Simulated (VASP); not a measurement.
# Sc3Cl2 (P-3m1) in VASP: notebook

Sc3Cl2 is run at these levels: PBE; tasks: single point.

All numbers are computed with VASP 6.6.1; they aren't measurements. Logs are shortened: lines on timing, memory, paths and dates and some standing lists are left out, and cuts for length are marked.

## 1. The cell of the first run

The structure is trigonal, space group P-3m1 (No. 164). The conventional cell has a = 4.302 Å, b = 4.302 Å, c = 6.693 Å, α = 90.00°, β = 90.00°, γ = 120.00°. Within 3.9 Å of Sc (site symmetry -3m) lie 6 Cl at 2.98 Å and 6 Sc at 3.44 Å. Within 3.5 Å of Sc (site symmetry 3m) lie 4 Cl at 2.59 to 2.68 Å and 6 Sc at 3.15 to 3.44 Å. Within 3.4 Å of Cl (site symmetry 3m) lie 7 Sc at 2.59 to 2.98 Å.

## 2. Single point, PBE

The input, INCAR:

```
  PREC = Accurate
  ENCUT = 520
  EDIFF = 1E-7
  ISMEAR = 0
  SIGMA = 0.1
  LREAL = F
  LASPH = T
  NELM = 80
  ALGO = Normal
  ISIF = 2
  LWAVE = F
  LCHARG = F
  GGA = PE
  NBANDS = 32
```

The input, KPOINTS:

```
regular mesh
0
Gamma
  6 6 4
```

The input, POSCAR:

```
Sc3Cl2
1.0
    4.3020826467      0.0000000000      0.0000000000
   -2.1510413234      3.7257128612      0.0000000000
    0.0000000000      0.0000000000      6.6933417829
Sc Cl
3 2
Direct
    0.0000000000      0.0000000000      0.0000000000
    0.3333333333      0.6666666667      0.6450000000
    0.6666666667      0.3333333333      0.3550000000
    0.3333333333      0.6666666667      0.2450000000
    0.6666666667      0.3333333333      0.7550000000
```

Potentials or basis: VASP PAW PBE potentials, release 64 (Sc_sv, Cl).

Run with:

```
> cat potpaw_PBE.64/Sc_sv/POTCAR potpaw_PBE.64/Cl/POTCAR > POTCAR
> mpirun -np 1 vasp_std > vasp.out
```

OUTCAR:

```text
PREC = Accurate
   ENCUT = 520
   EDIFF = 1E-7
   ISMEAR = 0
   LREAL = F
   LASPH = T
   NELM = 80
   ISIF = 2
   GGA = PE

 ion  position               nearest neighbor table
   1  0.000  0.000  0.000-   4 2.98   5 2.98   5 2.98   4 2.98   5 2.98   4 2.98
   2  0.333  0.667  0.645-   5 2.59   5 2.59   5 2.59   4 2.68   3 3.15   3 3.15   3 3.15
   3  0.667  0.333  0.355-   4 2.59   4 2.59   4 2.59   5 2.68   2 3.15   2 3.15   2 3.15
   4  0.333  0.667  0.245-   3 2.59   3 2.59   3 2.59   2 2.68   1 2.98   1 2.98   1 2.98
   5  0.667  0.333  0.755-   2 2.59   2 2.59   2 2.59   3 2.68   1 2.98   1 2.98   1 2.98

  LATTYP: Found a hexagonal cell.
 ALAT       =     4.3020826467
 C/A-ratio  =     1.5558375635

  Lattice vectors:

 A1 = (   4.3020826467,   0.0000000000,   0.0000000000)
 A2 = (  -2.1510413234,   3.7257128612,   0.0000000000)
 A3 = (   0.0000000000,   0.0000000000,   6.6933417829)

Analysis of symmetry for initial positions (statically):
=====================================================================
 Subroutine PRICEL returns:
 Original cell was already a primitive cell.

 Routine SETGRP: Setting up the symmetry group for a
 hexagonal supercell.

 Subroutine GETGRP returns: Found 12 space group operations
 (whereof 12 operations were pure point group operations)
 out of a pool of 24 trial point group operations.

The static configuration has the point symmetry D_3d.

Analysis of symmetry for dynamics (positions and initial velocities):
=====================================================================
 Subroutine PRICEL returns:
 Original cell was already a primitive cell.

 Routine SETGRP: Setting up the symmetry group for a
 hexagonal supercell.

 Subroutine GETGRP returns: Found 12 space group operations
 (whereof 12 operations were pure point group operations)
 out of a pool of 24 trial point group operations.

The dynamic configuration has the point symmetry D_3d.

 Subroutine INISYM returns: Found 12 space group operations
 (whereof 12 operations are pure point group operations),
 and found     1 'primitive' translations

----------------------------------------------------------------------------------------

                                     Primitive cell

  volume of cell :     107.2831

  direct lattice vectors                    reciprocal lattice vectors
     4.302082647  0.000000000  0.000000000     0.232445558  0.134202505  0.000000000
    -2.151041323  3.725712861  0.000000000     0.000000000  0.268405011  0.000000000
     0.000000000  0.000000000  6.693341783     0.000000000  0.000000000  0.149402202

  length of vectors
     4.302082647  4.302082647  6.693341783     0.268405011  0.268405011  0.149402202

  position of ions in fractional coordinates (direct lattice)
     0.000000000  0.000000000  0.000000000
     0.333333333  0.666666667  0.645000000
     0.666666667  0.333333333  0.355000000
     0.333333333  0.666666667  0.245000000
     0.666666667  0.333333333  0.755000000

  ion indices of the primitive-cell ions
   primitive index   ion index
                 1           1
                 2           2
                 3           3
                 4           4
                 5           5

----------------------------------------------------------------------------------------

 KPOINTS: regular mesh

Automatic generation of k-mesh.
 Grid dimensions read from file:
 generate k-points for:    6    6    4

 Generating k-lattice:

  Cartesian coordinates                     Fractional coordinates (reciprocal lattice)
     0.038740926  0.022367084  0.000000000     0.166666667  0.000000000  0.000000000
     0.000000000  0.044734168  0.000000000     0.000000000  0.166666667  0.000000000
     0.000000000  0.000000000  0.037350550     0.000000000  0.000000000  0.250000000

  Length of vectors
     0.044734168  0.044734168  0.037350550

  Shift w.r.t. Gamma in fractional coordinates (k-lattice)
     0.000000000  0.000000000  0.000000000

 Subroutine IBZKPT returns following result:
 ===========================================

 Found     24 irreducible k-points:

 Following reciprocal coordinates:
            Coordinates               Weight
  0.000000  0.000000  0.000000      1.000000
  0.166667 -0.000000  0.000000      6.000000
  0.333333 -0.000000  0.000000      6.000000
  0.500000  0.000000  0.000000      3.000000
  0.166667  0.166667  0.000000      6.000000
  0.333333  0.166667  0.000000     12.000000
[... 16 lines left out ...]
  0.333333  0.166667  0.500000     12.000000
  0.333333  0.333333  0.500000      2.000000
   k-points           NKPTS =     24   k-points in BZ     NKDIM =     24   number of bands    NBANDS=     32
   number of dos      NEDOS =    301   number of ions     NIONS =      5
   total plane-waves  NPLWV =  51200
   dimension x,y,z NGX =    32 NGY =   32 NGZ =   50
   dimension x,y,z NGXF=    64 NGYF=   64 NGZF=  100
   ions per type =               3   2
   NGX,Y,Z   is equivalent  to a cutoff of  12.37, 12.37, 12.42 a.u.
   NGXF,Y,Z  is equivalent  to a cutoff of  24.73, 24.73, 24.84 a.u.
 SYSTEM =  unknown system
   PREC   = accura    normal or accurate (medium, high low for compatibility)
   ISTART =      0    job   : 0-new  1-cont  2-samecut
   ICHARG =      2    charge: 1-file 2-atom 10-const
   ISPIN  =      1    spin polarized calculation?
   LNONCOLLINEAR =      F non collinear calculations
   LSORBIT =      F    spin-orbit coupling
   LASPH  =      T    aspherical Exc in radial PAW
   ENCUT  =  520.0 eV  38.22 Ry    6.18 a.u.   8.00  8.00 12.45*2*pi/ulx,y,z
   NELM   =     80;   NELMIN=  2; NELMDL= -5     # of ELM steps
   EDIFF  = 0.1E-06   stopping-criterion for ELM
   LREAL  =      F    real-space projection
   EDIFFG = 0.1E-05   stopping-criterion for IOM
   NSW    =      0    number of steps for IOM
   IBRION =     -1    ionic relax: 0-MD 1-quasi-New 2-CG
   NFREE  =      0    steps in history (QN), initial steepest desc. (CG)
   ISIF   =      2    stress and relaxation
   ISYM   =      2    0-nonsym 1-usesym 2-fastsym
   POTIM  = 0.5000    time-step for ionic-motion
   TEBEG  =    0.0;   TEEND  =   0.0 temperature during run
   PSTRESS=    0.0 pullay stress
   NELECT =      47.0000    total number of electrons
   NUPDOWN=      -1.0000    fix difference up-down
   EMIN   =  10.00;   EMAX   =-10.00  energy-range for DOS
   EFERMI =   0.00;   METHOD = LEGACY
   ISMEAR =     0;   SIGMA  =   0.10  broadening in eV -4-tet -1-fermi 0-gaus
   EFERMI_NEDOS =   21; number of points for ismear=-14 and -15
   IALGO  =     38    algorithm
   IMIX   =      4    mixing-type and parameters
     AMIX     =   0.40;   BMIX     =  1.00
     AMIX_MAG =   1.60;   BMIX_MAG =  1.00
  volume/ion in A,a.u.               =      21.46       144.80
  Fermi-wavevector in a.u.,A,eV,Ry     =   1.243361  2.349611 21.033864  1.545945
  Thomas-Fermi vector in A             =   2.377675
   LORBIT       =      0    0 simple, 1 ext, 2 COOP (PROOUT), +10 PAW based schemes
   GGA     = PE    functional components
   LHFCALC =     F    Hartree Fock is set to
   AEXX    =    0.0000 exact exchange contribution
   IVDW    =     0    specifies the selected vdW correction
   LEPSILON=     F    determine dielectric tensor
   LRPA    =     F    only Hartree local field effects (RPA)
 non-spin polarized calculation
 Gauss-broadening in eV      SIGMA  =   0.10
  energy-cutoff  :      520.00
  volume of cell :      107.28
 maximum number of plane-waves:      2916
   NGX = 15   NGY = 15   NGZ = 25

 number of electron      46.9999998 magnetization

 Free energy of the ion-electron system (eV)
  ---------------------------------------------------
  ext. energy  EPLUGINS =         0.00000000
  ---------------------------------------------------
  free energy    TOTEN  =       -24.50925828 eV

  energy without entropy =      -24.47778291  energy(sigma->0) =      -24.49352060

 E-fermi :   5.7410     XC(G=0):  -9.9626

 val. band max:        5.7377863569   @ k =   0.3333   0.1667   0.2500
 cond. band min:       5.7565200738   @ k =   0.3333   0.3333   0.5000
 fundamental gap:      0.0187337169
 Fermi energy:         5.7409831719

 k-point     1 :       0.0000    0.0000    0.0000
  band No.  band energies     occupation
      1     -44.4104      2.00000
      2     -43.8596      2.00000
      3     -43.8101      2.00000
      4     -23.0966      2.00000
      5     -23.0652      2.00000
      6     -23.0652      2.00000
[... 24 lines left out ...]
     31       7.5629      0.00000
     32       7.7698      0.00000

 k-point     2 :       0.1667   -0.0000    0.0000
  band No.  band energies     occupation
      1     -44.4101      2.00000
      2     -43.8564      2.00000
      3     -43.8127      2.00000
      4     -23.0962      2.00000
      5     -23.0721      2.00000
      6     -23.0670      2.00000
[... 24 lines left out ...]
     31       7.6997      0.00000
     32       7.9549      0.00000

 k-point     3 :       0.3333   -0.0000    0.0000
  band No.  band energies     occupation
      1     -44.4095      2.00000
      2     -43.8482      2.00000
      3     -43.8196      2.00000
      4     -23.0942      2.00000
      5     -23.0848      2.00000
      6     -23.0707      2.00000
[... 24 lines left out ...]
     31       7.6127      0.00000
     32       8.0278      0.00000

 k-point     4 :       0.5000    0.0000    0.0000
  band No.  band energies     occupation
      1     -44.4093      2.00000
      2     -43.8419      2.00000
      3     -43.8253      2.00000
      4     -23.0933      2.00000
      5     -23.0899      2.00000
      6     -23.0725      2.00000
[... 654 lines left out ...]
     31       7.7988      0.00000
     32       7.9565      0.00000

 k-point    23 :       0.3333    0.1667    0.5000
  band No.  band energies     occupation
      1     -44.4093      2.00000
      2     -43.8419      2.00000
      3     -43.8253      2.00000
      4     -23.0933      2.00000
      5     -23.0889      2.00000
      6     -23.0760      2.00000
[... 24 lines left out ...]
     31       7.5803      0.00000
     32       7.7647      0.00000

 k-point    24 :       0.3333    0.3333    0.5000
  band No.  band energies     occupation
      1     -44.4091      2.00000
      2     -43.8334      2.00000
      3     -43.8334      2.00000
      4     -23.0917      2.00000
      5     -23.0862      2.00000
      6     -23.0862      2.00000
[... 24 lines left out ...]
     31       7.6933      0.00000
     32       7.6933      0.00000

------------------------ aborting loop because EDIFF is reached ----------------------------------------

  FORCE on cell =-STRESS in cart. coord.  units (eV):
  Direction    XX          YY          ZZ          XY          YZ          ZX
  --------------------------------------------------------------------------------------
  -------------------------------------------------------------------------------------
  Total       -2.0150245     -2.0150245     -0.1804786      0.0000000      0.0000000      0.0000000
  in kB      -30.0926052    -30.0926052     -2.6952886      0.0000000      0.0000000      0.0000000
  external PRESSURE =     -20.9601663 kB  Pullay stress =       0.0000000 kB

 VOLUME and BASIS-vectors are now :
 -----------------------------------------------------------------------------
  energy-cutoff  :      520.00
  volume of cell :      107.28
      direct lattice vectors                 reciprocal lattice vectors
     4.302082647  0.000000000  0.000000000     0.232445558  0.134202505  0.000000000
    -2.151041323  3.725712861  0.000000000     0.000000000  0.268405011  0.000000000
     0.000000000  0.000000000  6.693341783     0.000000000  0.000000000  0.149402202

 POSITION                                       TOTAL-FORCE (eV/Angst)
 -----------------------------------------------------------------------------------
      0.00000      0.00000      0.00000         0.000000      0.000000     -0.000000
     -0.00000      2.48381      4.31721         0.000000     -0.000000      0.309870
      2.15104      1.24190      2.37614        -0.000000      0.000000     -0.309870
     -0.00000      2.48381      1.63987        -0.000000      0.000000      0.167164
      2.15104      1.24190      5.05347         0.000000      0.000000     -0.167164
 -----------------------------------------------------------------------------------
    total drift:                               -0.000000      0.000000      0.000000

  FREE ENERGIE OF THE ION-ELECTRON SYSTEM (eV)
  ---------------------------------------------------
  free  energy   TOTEN  =       -24.5092582775 eV

  energy  without entropy=      -24.4777829142  energy(sigma->0) =      -24.49352060
```

Wall time 77 s (1 thread of AMD EPYC 7R13 (Zen 3), shared host); peak memory 0.21 GiB.

Results:

| Item | Value |
| --- | --- |
| Free energy | -24.5093 eV |
| Pressure | -2.1 GPa |
| Largest force | 0.310 eV/Å |
| Band gap on the k mesh | zero (an odd number of electrons rules out a gap without spin polarisation) |

Forces in eV/Å, atoms in the order of the input:
```
Sc   0.000  0.000  0.000
Sc   0.000  0.000  0.310
Sc   0.000  0.000 -0.310
Cl   0.000  0.000  0.167
Cl   0.000  0.000 -0.167
```

Levels at points of the mesh, in eV from the Fermi level:
| k point | band 22 | band 23 | band 24 | band 25 | band 26 | band 27 |
| --- | --- | --- | --- | --- | --- | --- |
| (0.00, 0.00, 0.00) | -0.65 | -0.65 | 0.05 | 0.72 | 1.20 | 1.20 |
| (0.50, 0.00, 0.00) | -0.37 | -0.01 | 0.04 | 0.26 | 0.89 | 1.15 |
| (0.00, 0.00, 0.50) | -0.56 | -0.07 | -0.07 | 0.20 | 0.20 | 0.60 |
| (0.50, 0.00, 0.50) | -0.74 | -0.17 | 0.32 | 0.43 | 1.16 | 1.22 |

Caveat: an odd number of electrons without spin polarisation forces a metal; a magnetic or distorted state may lie lower.

## 3. Single point, PBE

This run uses another cell than the first one, of 23.24 Å³/atom.

The input, INCAR:

```
ALGO = Normal ; EDIFF = 1E-6
ENCUT = 520 ; GGA = PE
ISIF = 2 ; ISMEAR = 0
LASPH = T ; LCHARG = T
LELF = T ; LREAL = F
LVHAR = T ; LWAVE = F
NBANDS = 32 ; NELM = 100
PREC = Accurate ; SIGMA = 0.1
```

The input, KPOINTS:

```
k-points
0
Gamma
  12 12 6
```

The input, POSCAR:

```
Sc3Cl2
1.0
    4.2726377253      0.0000000000      0.0000000000
   -2.1363188627      3.7002128113      0.0000000000
    0.0000000000      0.0000000000      7.3487910842
Sc Cl
3 2
Direct
    0.0000000000      0.0000000000      0.0000000000
    0.3333333333      0.6666666667      0.6583509087
    0.6666666667      0.3333333333      0.3416490913
    0.3333333333      0.6666666667      0.3067658292
    0.6666666667      0.3333333333      0.6932341708
```

Potentials or basis: VASP PAW PBE potentials, release 64 (Sc_sv, Cl).

Run with:

```
> cat potpaw_PBE.64/Sc_sv/POTCAR potpaw_PBE.64/Cl/POTCAR > POTCAR
> mpirun -np 1 vasp_std > vasp.out
```

OUTCAR:

```text
EDIFF = 1E-6
   ENCUT = 520
   GGA = PE
   ISIF = 2
   ISMEAR = 0
   LASPH = T
   LREAL = F
   NELM = 100
   PREC = Accurate

 ion  position               nearest neighbor table
   1  0.000  0.000  0.000-
   2  0.333  0.667  0.658-   5 2.48   5 2.48   5 2.48   4 2.58   3 3.39   3 3.39   3 3.39
   3  0.667  0.333  0.342-   4 2.48   4 2.48   4 2.48   5 2.58   2 3.39   2 3.39   2 3.39
   4  0.333  0.667  0.307-   3 2.48   3 2.48   3 2.48   2 2.58
   5  0.667  0.333  0.693-   2 2.48   2 2.48   2 2.48   3 2.58

  LATTYP: Found a hexagonal cell.
 ALAT       =     4.2726377253
 C/A-ratio  =     1.7199658751

  Lattice vectors:

 A1 = (   4.2726377253,   0.0000000000,   0.0000000000)
 A2 = (  -2.1363188627,   3.7002128113,   0.0000000000)
 A3 = (   0.0000000000,   0.0000000000,   7.3487910842)

Analysis of symmetry for initial positions (statically):
=====================================================================
 Subroutine PRICEL returns:
 Original cell was already a primitive cell.

 Routine SETGRP: Setting up the symmetry group for a
 hexagonal supercell.

[... 167 lines left out ...]
  ---------------------------------------------------
  free energy    TOTEN  =       -24.74589471 eV

  energy without entropy =      -24.70676029  energy(sigma->0) =      -24.72632750

 E-fermi :   4.8949     XC(G=0):  -9.5852

 val. band max:        4.8938357303   @ k =   0.1667   0.0000   0.0000
 cond. band min:       4.8960828631   @ k =  -0.2500  -0.4167   0.3333
 fundamental gap:      0.0022471328
 Fermi energy:         4.8948602373

 k-point     1 :       0.0000    0.0000    0.0000
  band No.  band energies     occupation
      1     -45.3968      2.00000
      2     -44.8443      2.00000
      3     -44.8217      2.00000
      4     -24.0481      2.00000
      5     -23.9843      2.00000
      6     -23.9843      2.00000
[... 829 lines left out ...]
     31       6.9959      0.00000
     32       7.2009      0.00000

 [... further k-points ...]
[... 5 lines left out ...]
  --------------------------------------------------------------------------------------
  -------------------------------------------------------------------------------------
  Total        0.2203250      0.2203250      0.1395412     -0.0000000      0.0000000      0.0000000
  in kB        3.0383355      3.0383355      1.9243072     -0.0000000      0.0000000      0.0000000
  external PRESSURE =       2.6669927 kB  Pullay stress =       0.0000000 kB

 VOLUME and BASIS-vectors are now :
 -----------------------------------------------------------------------------
  energy-cutoff  :      520.00
  volume of cell :      116.18
      direct lattice vectors                 reciprocal lattice vectors
     4.272637725  0.000000000  0.000000000     0.234047458  0.135127363  0.000000000
    -2.136318863  3.700212811  0.000000000     0.000000000  0.270254726  0.000000000
     0.000000000  0.000000000  7.348791084     0.000000000  0.000000000  0.136076803

 POSITION                                       TOTAL-FORCE (eV/Angst)
 -----------------------------------------------------------------------------------
      0.00000      0.00000      0.00000         0.000000      0.000000      0.000000
     -0.00000      2.46681      4.83808        -0.000000      0.000000      0.011892
      2.13632      1.23340      2.51071         0.000000     -0.000000     -0.011892
     -0.00000      2.46681      2.25436        -0.000000      0.000000     -0.025619
      2.13632      1.23340      5.09443         0.000000     -0.000000      0.025619
 -----------------------------------------------------------------------------------
    total drift:                               -0.000000      0.000000     -0.000000

  FREE ENERGIE OF THE ION-ELECTRON SYSTEM (eV)
  ---------------------------------------------------
  free  energy   TOTEN  =       -24.7458947115 eV

  energy  without entropy=      -24.7067602852  energy(sigma->0) =      -24.72632750
```

It took 4.6 min on 1 thread of AMD EPYC 7R13 (Zen 3), shared host; peak memory 0.4 GiB.

Results:

* Free energy: -24.7459 eV
* Pressure: 0.3 GPa
* Largest force: 0.026 eV/Å
* Band gap on the k mesh: zero (an odd number of electrons rules out a gap without spin polarisation)

Forces in eV/Å, atoms in the order of the input:
```
Sc   0.000  0.000  0.000
Sc   0.000  0.000  0.012
Sc   0.000  0.000 -0.012
Cl   0.000  0.000 -0.026
Cl   0.000  0.000  0.026
```

Caveat: an odd number of electrons without spin polarisation forces a metal; a magnetic or distorted state may lie lower.
